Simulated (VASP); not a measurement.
A run of VASP 6.6.1:

The input INCAR:

```
PREC     = Accurate       # precision mode
ENCUT    = 520            # plane-wave cutoff, eV
EDIFF    = 1E-7           # SCF threshold, eV
ISMEAR   = 0              # smearing method
SIGMA    = 0.15           # smearing width, eV
LREAL    = False          # projectors in reciprocal space
LASPH    = True           # aspherical terms in the spheres
NELM     = 60             # most SCF steps
ALGO     = Normal         # electronic algorithm
ISIF     = 2              # what is computed and relaxed
LWAVE    = False          # write WAVECAR
LCHARG   = False          # write CHGCAR
GGA      = PE             # functional
NBANDS   = 16             # bands
```

File KPOINTS:

```
Automatic mesh
0
Gamma
  18 18 10
```

POSCAR

```
Ir
1.0
    2.6929000000      0.0000000000      0.0000000000
   -1.3464500000      2.3321198099      0.0000000000
    0.0000000000      0.0000000000      4.0967000000
Ir
2
Direct
    0.6666666667      0.3333333333      0.7500000000
    0.3333333333      0.6666666667      0.2500000000
```

Potentials or basis: VASP PAW PBE potentials, release 64 (Ir).

Launch:

```sh
$ cat potpaw_PBE.64/Ir/POTCAR > POTCAR
$ mpirun -np 1 vasp_std > vasp.out
```

Hardware: 1 thread of Intel(R) Xeon(R) 6975P-C (Granite Rapids), with other jobs on the host.

Question: Estimate the wall time of this run.

Answer: It took 30 s on 1 thread of Intel(R) Xeon(R) 6975P-C (Granite Rapids) (shared host), peak memory 0.19 GiB. Counts: scf iterations 13, k points 222.
